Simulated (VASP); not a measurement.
# CoO (Pm-3m) in VASP: a series of runs

Runs on CoO. Level: PBEsol+U. Tasks: single point.

All numbers are computed with VASP 6.6.1; they aren't measurements. Logs are shortened: lines on timing, memory, paths and dates and some standing lists are left out, and cuts for length are marked.

**1. The cell of the first run**

It takes space group Pm-3m (No. 221, cubic). The conventional cell has a = 2.572 Å, b = 2.572 Å, c = 2.572 Å, α = 90.00°, β = 90.00°, γ = 90.00°. Co (site symmetry m-3m) has 8 O at 2.23 Å and 6 Co at 2.57 Å within 2.9 Å. O (site symmetry m-3m) has 8 Co at 2.23 Å and 6 O at 2.57 Å within 2.9 Å.

**2. Single point, PBEsol+U, collinear spin, antiferromagnetic start**

INCAR

```
SYSTEM = CoO
ALGO = Normal ; EDIFF = 1E-6
ENCUT = 520 ; GGA = PS
ISIF = 2 ; ISMEAR = 0
ISPIN = 2 ; LASPH = .True.
LCHARG = .False. ; LDAU = .True.
LDAUJ = 0 0 ; LDAUL = 2 -1
LDAUPRINT = 1 ; LDAUTYPE = 2
LDAUU = 1 0 ; LMAXMIX = 4
LORBIT = 11 ; LREAL = .False.
LWAVE = .False. ; MAGMOM = 3 -3 0 0
NBANDS = 27 ; NELM = 150
PREC = Accurate ; SIGMA = 0.05
```

KPOINTS

```
k-points
0
Gamma
  16 16 8
  0 0 0
```

POSCAR

```
CoO
1.0
    2.5724608895      0.0000000000      0.0000000000
    0.0000000000      2.5724608895      0.0000000000
    0.0000000000      0.0000000000      5.1449217790
Co O
2 2
Direct
    0.0000000000      0.0000000000      0.0000000000
    0.0000000000      0.0000000000      0.5000000000
    0.5000000000      0.5000000000      0.2500000000
    0.5000000000      0.5000000000      0.7500000000
```

Potentials or basis: VASP PAW PBE potentials, release 64 (Co, O).

Launch:

```console
> cat potpaw_PBE.64/Co/POTCAR potpaw_PBE.64/O/POTCAR > POTCAR
> mpirun -np 1 vasp_std > vasp.out
```

OUTCAR:

```text
SYSTEM = CoO
   EDIFF = 1E-6
   ENCUT = 520
   GGA = PS
   ISIF = 2
   ISMEAR = 0
   ISPIN = 2
   LASPH = .True.
   LORBIT = 11
   LREAL = .False.
   NELM = 150
   PREC = Accurate

 ion  position               nearest neighbor table
   1  0.000  0.000  0.000-   3 2.23   4 2.23   3 2.23   4 2.23   3 2.23   4 2.23   3 2.23   4 2.23
                             2 2.57   2 2.57
   2  0.000  0.000  0.500-   3 2.23   4 2.23   3 2.23   4 2.23   3 2.23   4 2.23   3 2.23   4 2.23
                             1 2.57   1 2.57
   3  0.500  0.500  0.250-   1 2.23   2 2.23   1 2.23   2 2.23   1 2.23   2 2.23   1 2.23   2 2.23

   4  0.500  0.500  0.750-   1 2.23   2 2.23   1 2.23   2 2.23   1 2.23   2 2.23   1 2.23   2 2.23

  LATTYP: Found a simple tetragonal cell.
 ALAT       =     2.5724608895
 C/A-ratio  =     2.0000000000

  Lattice vectors:

 A1 = (   2.5724608895,   0.0000000000,   0.0000000000)
 A2 = (   0.0000000000,   2.5724608895,   0.0000000000)
 A3 = (   0.0000000000,   0.0000000000,   5.1449217790)

Analysis of symmetry for initial positions (statically):
=====================================================================
 Subroutine PRICEL returns following result:

  LATTYP: Found a simple cubic cell.
 ALAT       =     2.5724608895
[... 12 lines left out ...]
 Subroutine GETGRP returns: Found 16 space group operations
 (whereof 16 operations were pure point group operations)
 out of a pool of 16 trial point group operations.

The static configuration has the point symmetry D_4h.

Analysis of symmetry for dynamics (positions and initial velocities):
=====================================================================
 Subroutine PRICEL returns following result:

  LATTYP: Found a simple cubic cell.
 ALAT       =     2.5724608895
[... 12 lines left out ...]
 Subroutine GETGRP returns: Found 16 space group operations
 (whereof 16 operations were pure point group operations)
 out of a pool of 16 trial point group operations.

The dynamic configuration has the point symmetry D_4h.

Analysis of structural, dynamic, and magnetic symmetry:
=====================================================================
 Subroutine PRICEL returns following result:
[... 223 lines left out ...]
  o =  0.9371  v =  0.0000 -0.0000 -0.0000 -0.0000  1.0000  0.0000  0.0000  0.0000  0.0000  0.0000      0.0000  0.0000  0.0000  0.0000  0.0000  0.0000  0.0000  0.0000  0.0000  0.0000
  o =  0.9429  v =  0.0000  0.0000  0.0000  0.0000  0.0000  0.0000  0.0000 -0.0000 -0.0000  1.0000      0.0000  0.0000  0.0000  0.0000  0.0000  0.0000  0.0000  0.0000  0.0000  0.0000
  o =  0.9462  v =  0.0000  0.0000  0.0000  0.0000  0.0000  0.0000  0.0000  1.0000 -0.0000  0.0000      0.0000  0.0000  0.0000  0.0000  0.0000  0.0000  0.0000  0.0000  0.0000  0.0000
  o =  0.9705  v =  0.0000  0.0000  0.0000  0.0000  0.0000  1.0000  0.0000  0.0000  0.0000  0.0000      0.0000  0.0000  0.0000  0.0000  0.0000  0.0000  0.0000  0.0000  0.0000  0.0000
  o =  0.9734  v =  0.0000  0.0000  0.0000  0.0000  0.0000  0.0000  0.0110 -0.0000 -0.9999 -0.0000      0.0000  0.0000  0.0000  0.0000  0.0000  0.0000  0.0000  0.0000  0.0000  0.0000
  o =  0.9734  v =  0.0000  0.0000  0.0000  0.0000  0.0000  0.0000 -0.9999  0.0000 -0.0110  0.0000      0.0000  0.0000  0.0000  0.0000  0.0000  0.0000  0.0000  0.0000  0.0000  0.0000

 number of electron      30.0000046 magnetization      -0.0000000

 Free energy of the ion-electron system (eV)
  ---------------------------------------------------
  ext. energy  EPLUGINS =         0.00000000
  ---------------------------------------------------
  free energy    TOTEN  =       -26.05019843 eV

  energy without entropy =      -26.05019843  energy(sigma->0) =      -26.05019843

 E-fermi :   9.7242     XC(G=0): -13.5058

 val. band max:        9.5287448467   @ k =   0.5000   0.5000   0.0000
 cond. band min:       9.9149004523   @ k =   0.3125   0.0000   0.5000
 fundamental gap:      0.3861556056
 Fermi energy:         9.7241964454

 spin component 1

 k-point     1 :       0.0000    0.0000    0.0000
  band No.  band energies     occupation
      1     -11.1752      1.00000
      2      -9.7270      1.00000
      3       0.3571      1.00000
      4       4.7943      1.00000
      5       4.7943      1.00000
      6       5.0035      1.00000
[... 1433 lines left out ...]
     26      27.3727      0.00000
     27      28.1507      0.00000

 [... further k-points ...]

------------------------ aborting loop because EDIFF is reached ----------------------------------------

  FORCE on cell =-STRESS in cart. coord.  units (eV):
  Direction    XX          YY          ZZ          XY          YZ          ZX
  --------------------------------------------------------------------------------------
  -------------------------------------------------------------------------------------
  Total       -0.1574255     -0.1574255      0.3828336      0.0000000      0.0000000     -0.0000000
  in kB       -7.4081409     -7.4081409     18.0154157      0.0000000      0.0000000     -0.0000000
  external PRESSURE =       1.0663780 kB  Pullay stress =       0.0000000 kB

 VOLUME and BASIS-vectors are now :
 -----------------------------------------------------------------------------
  energy-cutoff  :      520.00
  volume of cell :       34.05
      direct lattice vectors                 reciprocal lattice vectors
     2.572460889  0.000000000  0.000000000     0.388732829  0.000000000  0.000000000
     0.000000000  2.572460889  0.000000000     0.000000000  0.388732829  0.000000000
     0.000000000  0.000000000  5.144921779     0.000000000  0.000000000  0.194366415

 POSITION                                       TOTAL-FORCE (eV/Angst)
 -----------------------------------------------------------------------------------
      0.00000      0.00000      0.00000         0.000000     -0.000000     -0.000000
      0.00000      0.00000      2.57246         0.000000     -0.000000     -0.000000
      1.28623      1.28623      1.28623         0.000000      0.000000     -0.000000
      1.28623      1.28623      3.85869         0.000000      0.000000      0.000000
 -----------------------------------------------------------------------------------
    total drift:                                0.000000      0.000000      0.000000

  FREE ENERGIE OF THE ION-ELECTRON SYSTEM (eV)
  ---------------------------------------------------
  free  energy   TOTEN  =       -26.0501984261 eV

  energy  without entropy=      -26.0501984261  energy(sigma->0) =      -26.05019843

 total charge

# of ion       s       p       d       tot
------------------------------------------
    1        0.308   0.386   7.212   7.906
    2        0.308   0.386   7.212   7.906
    3        1.574   3.358   0.000   4.931
    4        1.574   3.358   0.000   4.931
--------------------------------------------------
tot          3.764   7.488  14.424  25.675

 magnetization (x)

# of ion       s       p       d       tot
------------------------------------------
    1        0.001  -0.003   2.376   2.375
    2       -0.001   0.003  -2.376  -2.375
    3        0.000   0.000   0.000   0.000
    4        0.000   0.000   0.000   0.000
--------------------------------------------------
tot          0.000   0.000   0.000   0.000
```

OSZICAR:

```text
N       E                     dE             d eps       ncg     rms          rms(c)
DAV:   1     0.240631276274E+03    0.24063E+03   -0.13525E+04 25164   0.141E+03
DAV:   2    -0.666362479300E+01   -0.24729E+03   -0.21967E+03 24909   0.323E+02
DAV:   3    -0.301914028486E+02   -0.23528E+02   -0.22166E+02 26869   0.112E+02
DAV:   4    -0.306799052389E+02   -0.48850E+00   -0.48637E+00 26868   0.162E+01
DAV:   5    -0.306960292143E+02   -0.16124E-01   -0.16120E-01 32170   0.277E+00    0.202E+01
DAV:   6    -0.300898142945E+02    0.60621E+00   -0.23114E+01 33354   0.894E+01    0.319E+01
DAV:   7    -0.259222074068E+02    0.41676E+01   -0.22967E+01 29514   0.782E+01    0.998E+00
DAV:   8    -0.260697303199E+02   -0.14752E+00   -0.12912E+00 34463   0.144E+01    0.592E+00
DAV:   9    -0.260609170040E+02    0.88133E-02   -0.31774E-01 38860   0.143E+01    0.280E+00
DAV:  10    -0.260662005854E+02   -0.52836E-02   -0.13510E-01 35744   0.646E+00    0.132E+00
DAV:  11    -0.260500412690E+02    0.16159E-01   -0.26882E-02 37150   0.286E+00    0.291E-01
DAV:  12    -0.260502019027E+02   -0.16063E-03   -0.93909E-03 37002   0.107E+00    0.968E-02
DAV:  13    -0.260502024074E+02   -0.50474E-06   -0.32093E-04 27497   0.168E-01    0.651E-02
DAV:  14    -0.260501913735E+02    0.11034E-04   -0.23361E-04 30296   0.177E-01    0.310E-02
DAV:  15    -0.260502045912E+02   -0.13218E-04   -0.15640E-05 33212   0.564E-02    0.299E-02
DAV:  16    -0.260501990990E+02    0.54922E-05   -0.12703E-05 28649   0.853E-02    0.955E-03
DAV:  17    -0.260501984261E+02    0.67285E-06   -0.21294E-06 23172   0.307E-02
   1 F= -.26050198E+02 E0= -.26050198E+02  d E =-.527284E-10  mag=    -0.0000
```

Wall time 7.9 min (1 thread of Intel Xeon Platinum 8259CL at 2.50GHz (Skylake/Cascade Lake), shared host); peak memory 0.38 GiB.

Results:

* Free energy: -26.0502 eV
* Pressure: 0.1 GPa
* Band gap on the k mesh: 0.39 eV
* Net moment: 0.00 μB per cell
* Site moments: Co +2.38, -2.38; O +0.00 μB
* Valence electrons inside the program's atomic spheres: Co 7.91; O 4.93

Eigenvalues of the final occupation matrices:
```
    site  spin  trace               eigenvalues
site 1 d     1   4.81  0.94 0.95 0.97 0.97 0.97
site 1 d     2   2.43  0.18 0.18 0.20 0.92 0.94
site 2 d     1   2.43  0.18 0.18 0.20 0.92 0.94
site 2 d     2   4.81  0.94 0.95 0.97 0.97 0.97
```

Caveat: the PAW data sets were made with another functional, which shifts forces and pressure a little.

**3. Single point, PBEsol+U, collinear spin, ferromagnetic start**

This run uses another cell than the first one: it holds 2 atoms, not 4.

INCAR

```
SYSTEM = CoO
  ALGO = Normal
  EDIFF = 1E-6
  ENCUT = 520
  GGA = PS
  ISIF = 2
  ISMEAR = 0
  ISPIN = 2
  LASPH = .True.
  LCHARG = .True.
  LDAU = .True.
  LDAUJ = 0 0
  LDAUL = 2 -1
  LDAUPRINT = 1
  LDAUTYPE = 2
  LDAUU = 7 0
  LELF = .True.
  LMAXMIX = 4
  LORBIT = 11
  LREAL = .False.
  LVHAR = .True.
  LWAVE = .False.
  MAGMOM = 3 0
  NBANDS = 18
  NELM = 150
  PREC = Accurate
  SIGMA = 0.05
```

KPOINTS

```
k-points
0
Gamma
  16 16 16
  0 0 0
```

POSCAR

```
CoO
1.0
    2.5724608895      0.0000000000      0.0000000000
    0.0000000000      2.5724608895      0.0000000000
    0.0000000000      0.0000000000      2.5724608895
Co O
1 1
Direct
    0.0000000000      0.0000000000      0.0000000000
    0.5000000000      0.5000000000      0.5000000000
```

Potentials or basis: VASP PAW PBE potentials, release 64 (Co, O).

Launch:

```console
> cat potpaw_PBE.64/Co/POTCAR potpaw_PBE.64/O/POTCAR > POTCAR
> mpirun -np 1 vasp_std > vasp.out
```

Run time: 37 s. Hardware: 1 thread of Intel Xeon 6975P-C (Granite Rapids), shared host; peak memory 0.19 GiB.

It converged, with:

| Property | Result |
| --- | --- |
| Free energy | -11.3644 eV |
| Pressure | 4.7 GPa |
| Band gap on the k mesh | 1.86 eV (least direct gap 2.88 eV) |
| Net moment | 3.00 μB per cell |
| Site moments | Co +2.81; O +0.18 μB |
| Valence electrons inside the program's atomic spheres | Co 7.89; O 5.00 |

Levels at points of the mesh, in eV from the valence-band top:
Spin up:
| k point | band 6 | band 7 | band 8 | band 9 | band 10 | band 11 | band 12 | band 13 |
| --- | --- | --- | --- | --- | --- | --- | --- | --- |
| (0.00, 0.00, 0.00) | -6.17 | -1.50 | -1.50 | -1.50 | 1.86 | 14.03 | 14.03 | 21.29 |
| (0.50, 0.00, 0.00) | -6.10 | -3.61 | 0.00 | 0.00 | 7.20 | 9.36 | 17.17 | 18.56 |
| (0.50, 0.50, 0.00) | -5.44 | -5.44 | -4.30 | -0.42 | 5.62 | 12.49 | 12.49 | 15.74 |
| (0.50, 0.50, 0.50) | -4.26 | -1.27 | -1.27 | -1.27 | 7.36 | 7.36 | 7.36 | 15.75 |
Spin down:
| k point | band 4 | band 5 | band 6 | band 7 | band 8 | band 9 |
| --- | --- | --- | --- | --- | --- | --- |
| (0.00, 0.00, 0.00) | -1.11 | -1.11 | -1.11 | 2.60 | 3.98 | 3.98 |
| (0.50, 0.00, 0.00) | -2.02 | -1.36 | -1.36 | 4.10 | 4.71 | 4.71 |
| (0.50, 0.50, 0.00) | -4.83 | -2.41 | -0.06 | 2.82 | 3.13 | 3.14 |
| (0.50, 0.50, 0.50) | -4.80 | -2.37 | -2.37 | 5.08 | 5.08 | 5.08 |

Eigenvalues of the final occupation matrices:
| site | spin | trace | eigenvalues |
| --- | --- | --- | --- |
| site 1 d | 1 | 5.00 | 0.98 0.98 1.01 1.01 1.01 |
| site 1 d | 2 | 2.21 | 0.09 0.09 0.09 0.97 0.97 |

Caveat: the cell stands under pressure; the PAW data sets were made with another functional, which shifts forces and pressure a little; a cell with one magnetic atom can't hold antiferromagnetic order, which such compounds often take. The state reached can hang on the start; a lower one may exist.
